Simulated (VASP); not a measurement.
# SiNi2 (P6_3/mmc) in VASP: notebook

The runs below take SiNi2 through single point, with PBE.

Everything below comes from runs of VASP 6.6.1. Logs are shortened: lines on timing, memory, paths and dates and some standing lists are left out, and cuts for length are marked.

### 1 The cell of the first run

The structure is hexagonal, space group P6_3/mmc (No. 194). The conventional cell has a = 3.962 Å, b = 3.962 Å, c = 4.692 Å, α = 90.00°, β = 90.00°, γ = 120.00°. Within 3.0 Å of Si (site symmetry -6m2) lie 11 Ni at 2.29 to 2.57 Å. Ni (site symmetry -3m) has 8 Ni at 2.35 to 2.57 Å and 6 Si at 2.57 Å within 3.1 Å. Within 3.0 Å of Ni (site symmetry -6m2) lie 5 Si at 2.29 to 2.35 Å and 6 Ni at 2.57 Å.

### 2 Single point, PBE (uniaxial strain along c: -6.0 %, then relaxed in part)

INCAR

```
SYSTEM = SiNi2
ALGO     = Fast           ! electronic algorithm
EDIFF    = 1E-6           ! SCF threshold, eV
ENCUT    = 520            ! plane-wave cutoff, eV
GGA      = PE             ! functional
ISIF     = 2              ! what is computed and relaxed
ISMEAR   = 0              ! smearing method
LASPH    = .True.         ! aspherical terms in the spheres
LCHARG   = .False.        ! write CHGCAR
LREAL    = .False.        ! projectors in reciprocal space
LWAVE    = .False.        ! write WAVECAR
NBANDS   = 33             ! bands
NELM     = 80             ! most SCF steps
PREC     = Accurate       ! precision mode
SIGMA    = 0.1            ! smearing width, eV
```

KPOINTS

```
k-points
0
Gamma
  12 12 8
  0 0 0
```

POSCAR

```
SiNi2
1.0
    3.9622291472      0.0000000000      0.0000000000
   -1.9811145736      3.4313910971      0.0000000000
    0.0000000000      0.0000000000      4.6919650710
Si Ni
2 4
Direct
    0.3333333331      0.6666666669      0.7500000000
    0.6666666669      0.3333333331      0.2500000000
    0.0000000000      0.0000000000      0.0000000000
    0.0000000000      0.0000000000      0.5000000000
    0.3333333333      0.6666666667      0.2500000000
    0.6666666667      0.3333333333      0.7500000000
```

Potentials or basis: VASP PAW PBE potentials, release 64 (Si, Ni).

Started as:

```sh
> cat potpaw_PBE.64/Si/POTCAR potpaw_PBE.64/Ni/POTCAR > POTCAR
> mpirun -np 1 vasp_std > vasp.out
```

OUTCAR:

```text
SYSTEM = SiNi2
   EDIFF = 1E-6
   ENCUT = 520
   GGA = PE
   ISIF = 2
   ISMEAR = 0
   LASPH = .True.
   LREAL = .False.
   NELM = 80
   PREC = Accurate

 ion  position               nearest neighbor table
   1  0.333  0.667  0.750-   6 2.29   6 2.29   6 2.29   5 2.35   5 2.35   3 2.57   4 2.57   4 2.57
                             3 2.57   4 2.57   3 2.57
   2  0.667  0.333  0.250-   5 2.29   5 2.29   5 2.29   6 2.35   6 2.35   3 2.57   4 2.57   3 2.57
                             4 2.57   3 2.57   4 2.57
   3  0.000  0.000  0.000-   4 2.35   4 2.35   1 2.57   2 2.57   6 2.57   5 2.57   6 2.57   5 2.57
                             6 2.57   5 2.57   1 2.57   2 2.57   2 2.57   1 2.57
   4  0.000  0.000  0.500-   3 2.35   3 2.35   1 2.57   2 2.57   6 2.57   5 2.57   6 2.57   5 2.57
                             6 2.57   5 2.57   1 2.57   2 2.57   2 2.57   1 2.57
   5  0.333  0.667  0.250-   2 2.29   2 2.29   2 2.29   1 2.35   1 2.35   3 2.57   4 2.57   4 2.57
                             3 2.57   4 2.57   3 2.57
   6  0.667  0.333  0.750-   1 2.29   1 2.29   1 2.29   2 2.35   2 2.35   3 2.57   4 2.57   3 2.57
                             4 2.57   3 2.57   4 2.57

  LATTYP: Found a hexagonal cell.
 ALAT       =     3.9622291472
 C/A-ratio  =     1.1841730745

  Lattice vectors:

 A1 = (   3.9622291472,   0.0000000000,   0.0000000000)
 A2 = (  -1.9811145736,   3.4313910971,   0.0000000000)
 A3 = (   0.0000000000,   0.0000000000,   4.6919650710)

Analysis of symmetry for initial positions (statically):
=====================================================================
 Subroutine PRICEL returns:
 Original cell was already a primitive cell.

 Routine SETGRP: Setting up the symmetry group for a
 hexagonal supercell.

 Subroutine GETGRP returns: Found 24 space group operations
 (whereof 12 operations were pure point group operations)
 out of a pool of 24 trial point group operations.

The static configuration has the point symmetry D_3d.
 The point group associated with its full space group is D_6h.

Analysis of symmetry for dynamics (positions and initial velocities):
=====================================================================
 Subroutine PRICEL returns:
 Original cell was already a primitive cell.

 Routine SETGRP: Setting up the symmetry group for a
 hexagonal supercell.

 Subroutine GETGRP returns: Found 24 space group operations
 (whereof 12 operations were pure point group operations)
 out of a pool of 24 trial point group operations.

The dynamic configuration has the point symmetry D_3d.
 The point group associated with its full space group is D_6h.

 Subroutine INISYM returns: Found 24 space group operations
 (whereof 12 operations are pure point group operations),
 and found     1 'primitive' translations

----------------------------------------------------------------------------------------

                                     Primitive cell

  volume of cell :      63.7918

  direct lattice vectors                    reciprocal lattice vectors
     3.962229147  0.000000000  0.000000000     0.252383182  0.145713498  0.000000000
    -1.981114574  3.431391097  0.000000000     0.000000000  0.291426996  0.000000000
     0.000000000  0.000000000  4.691965071     0.000000000  0.000000000  0.213130316

  length of vectors
     3.962229147  3.962229147  4.691965071     0.291426996  0.291426996  0.213130316

  position of ions in fractional coordinates (direct lattice)
     0.333333333  0.666666667  0.750000000
     0.666666667  0.333333333  0.250000000
     0.000000000  0.000000000  0.000000000
     0.000000000  0.000000000  0.500000000
     0.333333333  0.666666667  0.250000000
     0.666666667  0.333333333  0.750000000

  ion indices of the primitive-cell ions
   primitive index   ion index
                 1           1
                 2           2
                 3           3
                 4           4
                 5           5
                 6           6

----------------------------------------------------------------------------------------

[... 48 lines left out ...]
   LORBIT       =      0    0 simple, 1 ext, 2 COOP (PROOUT), +10 PAW based schemes
   GGA     = PE    functional components
   LHFCALC =     F    Hartree Fock is set to
   AEXX    =    0.0000 exact exchange contribution
   IVDW    =     0    specifies the selected vdW correction
   LEPSILON=     F    determine dielectric tensor
   LRPA    =     F    only Hartree local field effects (RPA)
 non-spin polarized calculation
 RMM-DIIS sequential band-by-band and
 Gauss-broadening in eV      SIGMA  =   0.10
  energy-cutoff  :      520.00
  volume of cell :       63.79
 maximum number of plane-waves:      1748
 NGX is ok and might be reduce to    30
   NGX = 15   NGY = 15   NGZ = 17

 number of electron      48.0000015 magnetization

 Free energy of the ion-electron system (eV)
  ---------------------------------------------------
  ext. energy  EPLUGINS =         0.00000000
  ---------------------------------------------------
  free energy    TOTEN  =       -35.51190918 eV

  energy without entropy =      -35.49555927  energy(sigma->0) =      -35.50373423

 E-fermi :  11.5443     XC(G=0): -13.0848

 val. band max:       11.5218702974   @ k =   0.2500   0.0833   0.0000
 cond. band min:      11.5443669371   @ k =   0.2500   0.2500   0.1250
 fundamental gap:      0.0224966398
 Fermi energy:        11.5443164014

 k-point     1 :       0.0000    0.0000    0.0000
  band No.  band energies     occupation
      1      -1.2783      2.00000
      2       3.6091      2.00000
      3       5.2615      2.00000
      4       6.3522      2.00000
      5       6.3522      2.00000
      6       7.4993      2.00000
[... 25 lines left out ...]
     32      16.7360      0.00000
     33      20.0161      0.00000

 k-point     2 :       0.0833   -0.0000    0.0000
  band No.  band energies     occupation
      1      -1.1923      2.00000
      2       3.5952      2.00000
      3       5.3190      2.00000
      4       6.3535      2.00000
      5       6.3950      2.00000
      6       7.1853      2.00000
[... 25 lines left out ...]
     32      17.2297      0.00000
     33      19.4431      0.00000
[... 754 lines left out ...]
     32      18.0624      0.00000
     33      19.5454      0.00000

 k-point    24 :       0.3333    0.0000    0.1250
  band No.  band energies     occupation
      1       0.1352      2.00000
      2       2.9881      2.00000
      3       4.9696      2.00000
      4       5.9476      2.00000
      5       6.9817      2.00000
      6       7.1124      2.00000
[... 25 lines left out ...]
     32      18.9389      0.00000
     33      19.5626      0.00000

 [... further k-points ...]

------------------------ aborting loop because EDIFF is reached ----------------------------------------

  FORCE on cell =-STRESS in cart. coord.  units (eV):
  Direction    XX          YY          ZZ          XY          YZ          ZX
  --------------------------------------------------------------------------------------
  -------------------------------------------------------------------------------------
  Total        0.0314758      0.0314758      9.1929711      0.0000000     -0.0000000      0.0000000
  in kB        0.7905373      0.7905373    230.8882854      0.0000000     -0.0000000      0.0000000
  external PRESSURE =      77.4897867 kB  Pullay stress =       0.0000000 kB

 VOLUME and BASIS-vectors are now :
 -----------------------------------------------------------------------------
  energy-cutoff  :      520.00
  volume of cell :       63.79
      direct lattice vectors                 reciprocal lattice vectors
     3.962229147  0.000000000  0.000000000     0.252383182  0.145713498  0.000000000
    -1.981114574  3.431391097  0.000000000     0.000000000  0.291426996  0.000000000
     0.000000000  0.000000000  4.691965071     0.000000000  0.000000000  0.213130316

 POSITION                                       TOTAL-FORCE (eV/Angst)
 -----------------------------------------------------------------------------------
     -0.00000      2.28759      3.51897        -0.000000      0.000000      0.000000
      1.98111      1.14380      1.17299         0.000000     -0.000000      0.000000
      0.00000      0.00000      0.00000         0.000000      0.000000      0.000000
      0.00000      0.00000      2.34598         0.000000      0.000000      0.000000
     -0.00000      2.28759      1.17299        -0.000000      0.000000      0.000000
      1.98111      1.14380      3.51897         0.000000     -0.000000      0.000000
 -----------------------------------------------------------------------------------
    total drift:                                0.000000     -0.000000      0.000000

  FREE ENERGIE OF THE ION-ELECTRON SYSTEM (eV)
  ---------------------------------------------------
  free  energy   TOTEN  =       -35.5119091793 eV

  energy  without entropy=      -35.4955592744  energy(sigma->0) =      -35.50373423
```

Wall time 3.7 min (1 thread of Intel Xeon Platinum 8259CL at 2.50GHz (Skylake/Cascade Lake), shared host); peak memory 0.28 GiB.

Results:

```yaml
Free_energy: -35.5119 eV
Pressure: 7.7 GPa
Band_gap_on_the_k_mesh: zero (bands 24 and 25 overlap by 2.78 eV)
```

Caveat: the cell differs from its parent crystal (uniaxial strain along c: -6.0 %, then relaxed in part); the cell stands under pressure.

### 3 Single point, PBE (uniaxial strain along c: -6.0 %)

INCAR

```
PREC = Accurate
ENCUT = 520
EDIFF = 1E-6
ISMEAR = 0
SIGMA = 0.1
LREAL = False
LASPH = True
NELM = 60
ALGO = Fast
ISIF = 2
LWAVE = False
LCHARG = True
GGA = PE
LELF = True
LVHAR = True
NBANDS = 33
```

KPOINTS

```
regular mesh
0
Gamma
  12 12 8
```

POSCAR

```
SiNi2
1.0
    3.9706051885      0.0000000000      0.0000000000
   -1.9853025942      3.4386449616      0.0000000000
    0.0000000000      0.0000000000      4.6919650710
Si Ni
2 4
Direct
    0.3333333336      0.6666666664      0.7500000000
    0.6666666664      0.3333333336      0.2500000000
    0.0000000000      0.0000000000      0.0000000000
    0.0000000000      0.0000000000      0.5000000000
    0.3333333337      0.6666666663      0.2500000000
    0.6666666663      0.3333333337      0.7500000000
```

Potentials or basis: VASP PAW PBE potentials, release 64 (Si, Ni).

Started as:

```sh
> cat potpaw_PBE.64/Si/POTCAR potpaw_PBE.64/Ni/POTCAR > POTCAR
> mpirun -np 1 vasp_std > vasp.out
```

Wall time 3.6 min (1 thread of Intel Xeon Platinum 8259CL at 2.50GHz (Skylake/Cascade Lake), shared host); peak memory 0.28 GiB.

Results (log left out):

```
Free energy            : -35.5111 eV
Pressure               : 6.9 GPa
Band gap on the k mesh : zero (bands 24 and 25 overlap by 2.74 eV)
```

Stress tensor (GPa, compression positive):
```
-1.01  0.00  0.00
 0.00 -1.01  0.00
 0.00  0.00 22.58
```

Levels at points of the mesh, in eV from the Fermi level:
```
           k point  band 20  band 21  band 22  band 23  band 24  band 25  band 26  band 27  band 28  band 29
(0.00, 0.00, 0.00)    -1.16    -0.67    -0.67     0.39     2.22     2.32     2.32     2.47     2.47     3.03
(0.50, 0.00, 0.00)    -1.35    -1.24    -1.08    -1.06    -0.68    -0.45     1.34     1.76     2.63     3.85
(0.00, 0.00, 0.50)    -1.28    -1.28    -1.28     1.94     1.94     3.05     3.05     3.05     3.05     4.10
(0.50, 0.00, 0.50)    -1.69    -1.30    -1.30    -0.87    -0.87     0.93     0.93     2.56     2.56     6.59
```

Caveat: the cell differs from its parent crystal (uniaxial strain along c: -6.0 %); the cell stands under pressure. Spin polarisation is off, so any magnetic state and its effect on volume and gap are missing.

### 4 Single point, PBE (uniaxial strain along c: -4.0 %, then relaxed in part)

INCAR: that of step 3 with these lines changed.

```diff
@@ -2,3 +2,3 @@
 ENCUT = 520
-EDIFF = 1E-6
+EDIFF = 1E-7
 ISMEAR = 0
@@ -7,3 +7,3 @@
 LASPH = True
-NELM = 60
+NELM = 80
 ALGO = Fast
```

KPOINTS

```
Automatic mesh
0
Gamma
  12 12 8
```

POSCAR: that of step 3 with these lines changed.

```diff
@@ -2,5 +2,5 @@
 1.0
-    3.9706051885      0.0000000000      0.0000000000
-   -1.9853025942      3.4386449616      0.0000000000
-    0.0000000000      0.0000000000      4.6919650710
+    3.9450953958      0.0000000000      0.0000000000
+   -1.9725476979      3.4165528331      0.0000000000
+    0.0000000000      0.0000000000      4.7917941151
 Si Ni
```

Started as:

```sh
> cat potpaw_PBE.64/Si/POTCAR potpaw_PBE.64/Ni/POTCAR > POTCAR
> mpirun -np 1 vasp_std > vasp.out
```

Wall time 4.1 min (1 thread of Intel Xeon Platinum 8259CL at 2.50GHz (Skylake/Cascade Lake), shared host); peak memory 0.29 GiB.

It converged, with:

- Free energy: -35.6653 eV
- Pressure: 4.6 GPa
- Band gap on the k mesh: zero (bands 24 and 25 overlap by 2.94 eV)

Stress tensor (GPa, compression positive):
```
 0.07  0.00  0.00
 0.00  0.07  0.00
 0.00  0.00 13.67
```

Levels at points of the mesh, in eV from the Fermi level:
| k point | band 20 | band 21 | band 22 | band 23 | band 24 | band 25 | band 26 | band 27 | band 28 | band 29 |
| --- | --- | --- | --- | --- | --- | --- | --- | --- | --- | --- |
| (0.00, 0.00, 0.00) | -1.23 | -0.66 | -0.66 | 0.28 | 2.36 | 2.47 | 2.47 | 2.59 | 2.59 | 3.10 |
| (0.50, 0.00, 0.00) | -1.41 | -1.23 | -1.17 | -1.03 | -0.69 | -0.50 | 1.25 | 1.77 | 2.74 | 3.77 |
| (0.00, 0.00, 0.50) | -1.26 | -1.26 | -1.26 | 2.04 | 2.04 | 3.12 | 3.12 | 3.12 | 3.12 | 4.17 |
| (0.50, 0.00, 0.50) | -1.68 | -1.28 | -1.28 | -0.88 | -0.88 | 0.93 | 0.93 | 2.67 | 2.67 | 6.24 |

Caveat: the cell differs from its parent crystal (uniaxial strain along c: -4.0 %, then relaxed in part); the cell stands under pressure.

### 5 Single point, PBE (uniaxial strain along c: -4.0 %)

INCAR

```
SYSTEM = SiNi2
PREC = Accurate ; ENCUT = 520
EDIFF = 1E-6 ; ISMEAR = 0
SIGMA = 0.1 ; LREAL = .False.
LASPH = .True. ; NELM = 80
ALGO = Fast ; ISIF = 2
LWAVE = .False. ; LCHARG = .True.
GGA = PE ; LELF = .True.
LVHAR = .True. ; NBANDS = 33
```

KPOINTS

```
regular mesh
0
Gamma
  12 12 8
  0 0 0
```

POSCAR

```
SiNi2
1.0
    3.9510455570      0.0000000000      0.0000000000
   -1.9755227785      3.4217058239      0.0000000000
    0.0000000000      0.0000000000      4.7917941151
Si Ni
2 4
Direct
    0.3333333334      0.6666666666      0.7500000000
    0.6666666666      0.3333333334      0.2500000000
    0.0000000000      0.0000000000      0.0000000000
    0.0000000000      0.0000000000      0.5000000000
    0.3333333333      0.6666666667      0.2500000000
    0.6666666667      0.3333333333      0.7500000000
```

Started as:

```sh
> cat potpaw_PBE.64/Si/POTCAR potpaw_PBE.64/Ni/POTCAR > POTCAR
> mpirun -np 1 vasp_std > vasp.out
```

Run time: 3.7 min. Hardware: 1 thread of Intel Xeon Platinum 8259CL at 2.50GHz (Skylake/Cascade Lake), shared host; peak memory 0.28 GiB.

The run converged. Its results:

```
Free energy            : -35.6649 eV
Pressure               : 3.9 GPa
Band gap on the k mesh : zero (bands 24 and 25 overlap by 2.92 eV)
```

Stress tensor (GPa, compression positive):
```
-0.74  0.00  0.00
 0.00 -0.74  0.00
 0.00  0.00 13.30
```

Levels at points of the mesh, in eV from the Fermi level:
```csv
k point,band 22,band 23,band 24,band 25,band 26,band 27
"(0.00, 0.00, 0.00)",-0.65,0.29,2.34,2.45,2.45,2.57
"(0.50, 0.00, 0.00)",-1.16,-1.03,-0.68,-0.49,1.24,1.77
"(0.00, 0.00, 0.50)",-1.26,2.02,2.02,3.11,3.11,3.11
"(0.50, 0.00, 0.50)",-1.28,-0.88,-0.88,0.92,0.92,2.65
```

Caveat: the cell differs from its parent crystal (uniaxial strain along c: -4.0 %); the cell stands under pressure. Spin polarisation is off, so any magnetic state and its effect on volume and gap are missing.

### 6 Single point, PBE

This run uses another cell than the first one, of 11.03 Å³/atom.

INCAR

```
ALGO = Fast
EDIFF = 1E-6
ENCUT = 520
GGA = PE
ISIF = 2
ISMEAR = 0
LASPH = T
LCHARG = F
LREAL = F
LWAVE = F
NBANDS = 33
NELM = 80
PREC = Accurate
SIGMA = 0.1
```

KPOINTS

```
k-points
0
Gamma
  12 12 8
```

POSCAR

```
SiNi2
1.0
    3.9119262941      0.0000000000      0.0000000000
   -1.9559631470      3.3878275484      0.0000000000
    0.0000000000      0.0000000000      4.9914522032
Si Ni
2 4
Direct
    0.3333333333      0.6666666667      0.7500000000
    0.6666666667      0.3333333333      0.2500000000
    0.0000000000      0.0000000000      0.0000000000
    0.0000000000      0.0000000000      0.5000000000
    0.3333333333      0.6666666667      0.2500000000
    0.6666666667      0.3333333333      0.7500000000
```

Potentials or basis: VASP PAW PBE potentials, release 64 (Si, Ni).

Started as:

```sh
> cat potpaw_PBE.64/Si/POTCAR potpaw_PBE.64/Ni/POTCAR > POTCAR
> mpirun -np 1 vasp_std > vasp.out
```

Wall time 4.2 min (1 thread of Intel Xeon Platinum 8259CL at 2.50GHz (Skylake/Cascade Lake), shared host); peak memory 0.3 GiB.

The run converged. Its results:

| Quantity | Value |
| --- | --- |
| Free energy | -35.7700 eV |
| Pressure | 0.1 GPa |
| Band gap on the k mesh | zero (bands 24 and 25 overlap by 3.20 eV) |

Stress tensor (GPa, compression positive):
```
0.19 0.00 0.00
0.00 0.19 0.00
0.00 0.00 0.01
```

Levels at points of the mesh, in eV from the Fermi level:
```csv
k point,band 22,band 23,band 24,band 25,band 26,band 27
"(0.00, 0.00, 0.00)",-0.61,0.11,2.61,2.73,2.73,2.78
"(0.50, 0.00, 0.00)",-1.18,-0.99,-0.67,-0.55,1.07,1.79
"(0.00, 0.00, 0.50)",-1.21,2.04,2.04,3.23,3.23,3.23
"(0.50, 0.00, 0.50)",-1.23,-0.89,-0.89,0.93,0.93,2.82
```

Spin polarisation is off, so any magnetic state and its effect on volume and gap are missing.

### 7 Overview

| cell | further INCAR settings | gap on the mesh (eV) | pressure (GPa) |
| --- | --- | --- | --- |
| a = 3.962, b = 3.962, c = 4.692 Å, angles 90.0, 90.0, 120.0°, 6 atoms | ALGO = Fast; EDIFF = 1e-06; NBANDS = 33 | none | 7.7 |
| a = 3.971, b = 3.971, c = 4.692 Å, angles 90.0, 90.0, 120.0°, 6 atoms | ALGO = Fast; EDIFF = 1e-06; NBANDS = 33 | none | 6.9 |
| a = 3.945, b = 3.945, c = 4.792 Å, angles 90.0, 90.0, 120.0°, 6 atoms | ALGO = Fast; EDIFF = 1e-07; NBANDS = 33 | none | 4.6 |
| a = 3.951, b = 3.951, c = 4.792 Å, angles 90.0, 90.0, 120.0°, 6 atoms | ALGO = Fast; EDIFF = 1e-06; NBANDS = 33 | none | 3.9 |
| a = 3.912, b = 3.912, c = 4.991 Å, angles 90.0, 90.0, 120.0°, 6 atoms | ALGO = Fast; EDIFF = 1e-06; NBANDS = 33 | none | 0.1 |

Alike in all rows: task single point; level PBE; potentials or basis VASP PAW PBE potentials, release 64 (Si, Ni); no spin polarisation; k mesh 12 × 12 × 8; cutoff (eV) 520; smearing gaussian 0.1 eV.

Caveats: the cell stands under pressure (at least some runs).

Total energies depend on the potentials used, so only differences within one code and one set of settings carry meaning.
